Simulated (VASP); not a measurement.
# Cu3OF3 (Pm-3m) in VASP: further runs

Cu3OF3 is run at these levels: PBE; tasks: single point, relaxation of cell and atoms.

All numbers are computed with VASP 6.6.1; they aren't measurements. Logs are shortened: lines on timing, memory, paths and dates and some standing lists are left out, and cuts for length are marked.

## (1) The cell of the first run

The structure is cubic, space group Pm-3m (No. 221). The conventional cell has a = 4.276 Å, b = 4.276 Å, c = 4.276 Å, α = 90.00°, β = 90.00°, γ = 90.00°. Cu (site symmetry 4/mmm) has 2 O at 2.14 Å and 4 F at 2.14 Å within 2.8 Å. Within 2.8 Å of O (site symmetry m-3m) lie 6 Cu at 2.14 Å. F (site symmetry 4/mmm) has 4 Cu at 2.14 Å within 2.8 Å.

The cell was built from a structure type or drawn by symmetry, and may not be a known phase.

## (2) Single point, PBE, collinear spin

Input file INCAR:

```
SYSTEM = Cu3OF3
PREC = Accurate ; ENCUT = 520
EDIFF = 1E-6 ; ISMEAR = 0
SIGMA = 0.1 ; LREAL = .False.
LASPH = .True. ; NELM = 150
ALGO = Normal ; ISIF = 2
LWAVE = .False. ; LCHARG = .False.
ISPIN = 2 ; MAGMOM = 1 1 1 0 0 0 0
LORBIT = 11 ; LMAXMIX = 4
GGA = PE ; NBANDS = 43
```

Input file KPOINTS:

```
regular mesh
0
Gamma
  4 4 4
  0 0 0
```

Input file POSCAR:

```
Cu3OF3
1.0
    4.2759345457      0.0000000000      0.0000000000
    0.0000000000      4.2759345457      0.0000000000
    0.0000000000      0.0000000000      4.2759345457
Cu O F
3 1 3
Direct
    0.5000000000      0.5000000000      0.0000000000
    0.0000000000      0.5000000000      0.5000000000
    0.5000000000      0.0000000000      0.5000000000
    0.5000000000      0.5000000000      0.5000000000
    0.5000000000      0.0000000000      0.0000000000
    0.0000000000      0.5000000000      0.0000000000
    0.0000000000      0.0000000000      0.5000000000
```

Potentials or basis: VASP PAW PBE potentials, release 64 (Cu, O, F).

Started as:

```console
$ cat potpaw_PBE.64/Cu/POTCAR potpaw_PBE.64/O/POTCAR potpaw_PBE.64/F/POTCAR > POTCAR
$ mpirun -np 1 vasp_std > vasp.out
```

OUTCAR:

```text
SYSTEM = Cu3OF3
   PREC = Accurate
   ENCUT = 520
   EDIFF = 1E-6
   ISMEAR = 0
   LREAL = .False.
   LASPH = .True.
   NELM = 150
   ISIF = 2
   ISPIN = 2
   LORBIT = 11
   GGA = PE

 ion  position               nearest neighbor table
   1  0.500  0.500  0.000-   4 2.14   5 2.14   6 2.14   4 2.14   5 2.14   6 2.14
   2  0.000  0.500  0.500-   4 2.14   6 2.14   7 2.14   6 2.14   7 2.14   4 2.14
   3  0.500  0.000  0.500-   4 2.14   5 2.14   7 2.14   5 2.14   4 2.14   7 2.14
   4  0.500  0.500  0.500-   1 2.14   2 2.14   3 2.14   1 2.14   3 2.14   2 2.14
   5  0.500  0.000  0.000-   1 2.14   3 2.14   3 2.14   1 2.14
   6  0.000  0.500  0.000-   1 2.14   2 2.14   2 2.14   1 2.14
   7  0.000  0.000  0.500-   2 2.14   3 2.14   2 2.14   3 2.14

  LATTYP: Found a simple cubic cell.
 ALAT       =     4.2759345457

  Lattice vectors:

 A1 = (   4.2759345457,   0.0000000000,   0.0000000000)
 A2 = (   0.0000000000,   4.2759345457,   0.0000000000)
 A3 = (   0.0000000000,   0.0000000000,   4.2759345457)

Analysis of symmetry for initial positions (statically):
=====================================================================
 Subroutine PRICEL returns:
 Original cell was already a primitive cell.

 Routine SETGRP: Setting up the symmetry group for a
 simple cubic supercell.

 Subroutine GETGRP returns: Found 48 space group operations
 (whereof 48 operations were pure point group operations)
 out of a pool of 48 trial point group operations.

The static configuration has the point symmetry O_h .

Analysis of symmetry for dynamics (positions and initial velocities):
=====================================================================
 Subroutine PRICEL returns:
 Original cell was already a primitive cell.

 Routine SETGRP: Setting up the symmetry group for a
 simple cubic supercell.

 Subroutine GETGRP returns: Found 48 space group operations
 (whereof 48 operations were pure point group operations)
 out of a pool of 48 trial point group operations.

The dynamic configuration has the point symmetry O_h .

Analysis of structural, dynamic, and magnetic symmetry:
=====================================================================
 Subroutine PRICEL returns:
 Original cell was already a primitive cell.

 Routine SETGRP: Setting up the symmetry group for a
 simple cubic supercell.

 Subroutine GETGRP returns: Found 48 space group operations
 (whereof 48 operations were pure point group operations)
 out of a pool of 48 trial point group operations.

The overall configuration has the point symmetry O_h .

 Subroutine INISYM returns: Found 48 space group operations
 (whereof 48 operations are pure point group operations),
 and found     1 'primitive' translations

----------------------------------------------------------------------------------------

                                     Primitive cell

  volume of cell :      78.1795

  direct lattice vectors                    reciprocal lattice vectors
     4.275934546  0.000000000  0.000000000     0.233867004  0.000000000  0.000000000
     0.000000000  4.275934546  0.000000000     0.000000000  0.233867004  0.000000000
     0.000000000  0.000000000  4.275934546     0.000000000  0.000000000  0.233867004

  length of vectors
     4.275934546  4.275934546  4.275934546     0.233867004  0.233867004  0.233867004

  position of ions in fractional coordinates (direct lattice)
     0.500000000  0.500000000  0.000000000
     0.000000000  0.500000000  0.500000000
     0.500000000  0.000000000  0.500000000
     0.500000000  0.500000000  0.500000000
     0.500000000  0.000000000  0.000000000
     0.000000000  0.500000000  0.000000000
     0.000000000  0.000000000  0.500000000

  ion indices of the primitive-cell ions
   primitive index   ion index
                 1           1
                 2           2
                 3           3
                 4           4
                 5           5
                 6           6
[... 35 lines left out ...]
  0.500000  0.500000  0.000000      3.000000
  0.250000  0.250000  0.250000      8.000000
  0.500000  0.250000  0.250000     12.000000
  0.500000  0.500000  0.250000      6.000000
  0.500000  0.500000  0.500000      1.000000
   k-points           NKPTS =     10   k-points in BZ     NKDIM =     10   number of bands    NBANDS=     43
   number of dos      NEDOS =    301   number of ions     NIONS =      7
   total plane-waves  NPLWV =  32768
   dimension x,y,z NGX =    32 NGY =   32 NGZ =   32
   dimension x,y,z NGXF=    64 NGYF=   64 NGZF=   64
   ions per type =               3   1   3
   NGX,Y,Z   is equivalent  to a cutoff of  12.44, 12.44, 12.44 a.u.
   NGXF,Y,Z  is equivalent  to a cutoff of  24.88, 24.88, 24.88 a.u.
 SYSTEM =  Cu3OF3
   PREC   = accura    normal or accurate (medium, high low for compatibility)
   ISTART =      0    job   : 0-new  1-cont  2-samecut
   ICHARG =      2    charge: 1-file 2-atom 10-const
   ISPIN  =      2    spin polarized calculation?
   LNONCOLLINEAR =      F non collinear calculations
   LSORBIT =      F    spin-orbit coupling
   LASPH  =      T    aspherical Exc in radial PAW
   ENCUT  =  520.0 eV  38.22 Ry    6.18 a.u.   7.95  7.95  7.95*2*pi/ulx,y,z
   NELM   =    150;   NELMIN=  2; NELMDL= -5     # of ELM steps
   EDIFF  = 0.1E-05   stopping-criterion for ELM
   LREAL  =      F    real-space projection
   EDIFFG = 0.1E-04   stopping-criterion for IOM
   NSW    =      0    number of steps for IOM
   IBRION =     -1    ionic relax: 0-MD 1-quasi-New 2-CG
   NFREE  =      0    steps in history (QN), initial steepest desc. (CG)
   ISIF   =      2    stress and relaxation
   ISYM   =      2    0-nonsym 1-usesym 2-fastsym
   POTIM  = 0.5000    time-step for ionic-motion
   TEBEG  =    0.0;   TEEND  =   0.0 temperature during run
   PSTRESS=    0.0 pullay stress
   NELECT =      60.0000    total number of electrons
   NUPDOWN=      -1.0000    fix difference up-down
   EMIN   =  10.00;   EMAX   =-10.00  energy-range for DOS
   EFERMI =   0.00;   METHOD = LEGACY
   ISMEAR =     0;   SIGMA  =   0.10  broadening in eV -4-tet -1-fermi 0-gaus
   EFERMI_NEDOS =   21; number of points for ismear=-14 and -15
   IALGO  =     38    algorithm
   IMIX   =      4    mixing-type and parameters
     AMIX     =   0.40;   BMIX     =  1.00
     AMIX_MAG =   1.60;   BMIX_MAG =  1.00
  volume/ion in A,a.u.               =      11.17        75.37
  Fermi-wavevector in a.u.,A,eV,Ry     =   1.498859  2.832433 30.566566  2.246579
  Thomas-Fermi vector in A             =   2.610564
   LORBIT       =     11    0 simple, 1 ext, 2 COOP (PROOUT), +10 PAW based schemes
   GGA     = PE    functional components
   LHFCALC =     F    Hartree Fock is set to
   AEXX    =    0.0000 exact exchange contribution
   IVDW    =     0    specifies the selected vdW correction
   LEPSILON=     F    determine dielectric tensor
   LRPA    =     F    only Hartree local field effects (RPA)
 spin polarized calculation
 Gauss-broadening in eV      SIGMA  =   0.10
  energy-cutoff  :      520.00
  volume of cell :       78.18
 maximum number of plane-waves:      2176
 NGX is ok and might be reduce to    32
   NGX = 15   NGY = 15   NGZ = 15

 number of electron      59.9999997 magnetization       1.3103019

 Free energy of the ion-electron system (eV)
  ---------------------------------------------------
  ext. energy  EPLUGINS =         0.00000000
  ---------------------------------------------------
  free energy    TOTEN  =       -28.87573502 eV

  energy without entropy =      -28.85881809  energy(sigma->0) =      -28.86727656

 E-fermi :   3.3825     XC(G=0): -10.9072

 val. band max:        3.3611402747   @ k =   0.5000   0.2500   0.0000
 cond. band min:       3.4887055376   @ k =   0.5000   0.2500   0.0000
 fundamental gap:      0.1275652629
 Fermi energy:         3.3825349067

 spin component 1

 k-point     1 :       0.0000    0.0000    0.0000
  band No.  band energies     occupation
      1     -20.0771      1.00000
      2     -19.6602      1.00000
      3     -19.6602      1.00000
      4     -15.0551      1.00000
      5      -2.7899      1.00000
      6      -2.7899      1.00000
[... 439 lines left out ...]
     41      17.2758      0.00000
     42      18.3257      0.00000
 Fermi energy:         3.3825349067

 spin component 2

 k-point     1 :       0.0000    0.0000    0.0000
  band No.  band energies     occupation
      1     -19.9858      1.00000
      2     -19.5650      1.00000
      3     -19.5650      1.00000
      4     -14.7949      1.00000
      5      -2.6924      1.00000
      6      -2.6924      1.00000
[... 439 lines left out ...]
     41      17.3235      0.00000
     42      18.3813      0.00000
 [bands above 42 left out]

------------------------ aborting loop because EDIFF is reached ----------------------------------------

  FORCE on cell =-STRESS in cart. coord.  units (eV):
  Direction    XX          YY          ZZ          XY          YZ          ZX
  --------------------------------------------------------------------------------------
  -------------------------------------------------------------------------------------
  Total       -0.2115310     -0.2115310     -0.2115310      0.0000000      0.0000000     -0.0000000
  in kB       -4.3350244     -4.3350244     -4.3350244      0.0000000      0.0000000     -0.0000000
  external PRESSURE =      -4.3350244 kB  Pullay stress =       0.0000000 kB

 VOLUME and BASIS-vectors are now :
 -----------------------------------------------------------------------------
  energy-cutoff  :      520.00
  volume of cell :       78.18
      direct lattice vectors                 reciprocal lattice vectors
     4.275934546  0.000000000  0.000000000     0.233867004  0.000000000  0.000000000
     0.000000000  4.275934546  0.000000000     0.000000000  0.233867004  0.000000000
     0.000000000  0.000000000  4.275934546     0.000000000  0.000000000  0.233867004

 POSITION                                       TOTAL-FORCE (eV/Angst)
 -----------------------------------------------------------------------------------
      2.13797      2.13797      0.00000         0.000000      0.000000      0.000000
      0.00000      2.13797      2.13797         0.000000      0.000000      0.000000
      2.13797      0.00000      2.13797         0.000000      0.000000      0.000000
      2.13797      2.13797      2.13797         0.000000      0.000000      0.000000
      2.13797      0.00000      0.00000         0.000000      0.000000      0.000000
      0.00000      2.13797      0.00000         0.000000      0.000000      0.000000
      0.00000      0.00000      2.13797         0.000000      0.000000      0.000000
 -----------------------------------------------------------------------------------
    total drift:                                0.000000     -0.000000     -0.000000

  FREE ENERGIE OF THE ION-ELECTRON SYSTEM (eV)
  ---------------------------------------------------
  free  energy   TOTEN  =       -28.8757350247 eV

  energy  without entropy=      -28.8588180917  energy(sigma->0) =      -28.86727656

 total charge

# of ion       s       p       d       tot
------------------------------------------
    1        0.247   0.241   9.209   9.697
    2        0.247   0.241   9.209   9.697
    3        0.247   0.241   9.209   9.697
    4        1.562   3.351   0.000   4.913
    5        1.742   4.314   0.000   6.057
    6        1.742   4.314   0.000   6.057
    7        1.742   4.314   0.000   6.057
--------------------------------------------------
tot          7.530  17.017  27.628  52.175

 magnetization (x)

# of ion       s       p       d       tot
------------------------------------------
    1        0.000   0.002   0.332   0.334
    2        0.000   0.002   0.332   0.334
    3        0.000   0.002   0.332   0.334
    4        0.005   0.142   0.000   0.147
    5        0.001   0.049   0.000   0.050
    6        0.001   0.049   0.000   0.050
    7        0.001   0.049   0.000   0.050
--------------------------------------------------
tot          0.009   0.294   0.995   1.297
```

Run time: 30 s. Hardware: 1 thread of Intel Xeon 6975P-C (Granite Rapids), shared host; peak memory 0.22 GiB.

Results:

```
Free energy                                           : -28.8757 eV
Pressure                                              : -0.4 GPa
Net moment                                            : 1.31 μB per cell
Site moments                                          : Cu +0.33; O +0.15; F +0.05 μB
Valence electrons inside the program's atomic spheres : Cu 9.70; O 4.91; F 6.06
```

Levels at points of the mesh, in eV from the Fermi level:
Spin up:
```
           k point  band 28  band 29  band 30  band 31  band 32  band 33  band 34  band 35
(0.00, 0.00, 0.00)    -1.44    -1.26    -1.26    -1.26     0.92     5.60     5.60    10.07
(0.50, 0.00, 0.00)    -1.24    -1.07    -0.95    -0.72     3.84     5.07     7.21    10.33
(0.50, 0.50, 0.00)    -1.07    -0.10     0.13     0.13     5.77     6.44     6.44     6.74
(0.50, 0.50, 0.50)    -0.07     0.30     0.30     0.30     6.27     6.35     6.35     6.35
```
Spin down:
| k point | band 28 | band 29 | band 30 | band 31 | band 32 | band 33 |
| --- | --- | --- | --- | --- | --- | --- |
| (0.00, 0.00, 0.00) | -0.99 | -0.99 | -0.93 | -0.85 | 0.99 | 5.68 |
| (0.50, 0.00, 0.00) | -0.93 | -0.58 | -0.39 | -0.24 | 3.96 | 5.22 |
| (0.50, 0.50, 0.00) | -0.73 | 0.35 | 0.66 | 0.66 | 5.87 | 6.58 |
| (0.50, 0.50, 0.50) | 0.36 | 0.84 | 0.84 | 0.84 | 6.32 | 6.37 |

Caveat: the k points lie up to 0.37 Å⁻¹ apart; semilocal functionals often make such compounds metallic where correlation or magnetic order opens a gap, which also shifts bond lengths.

[end of part 1 of 2]
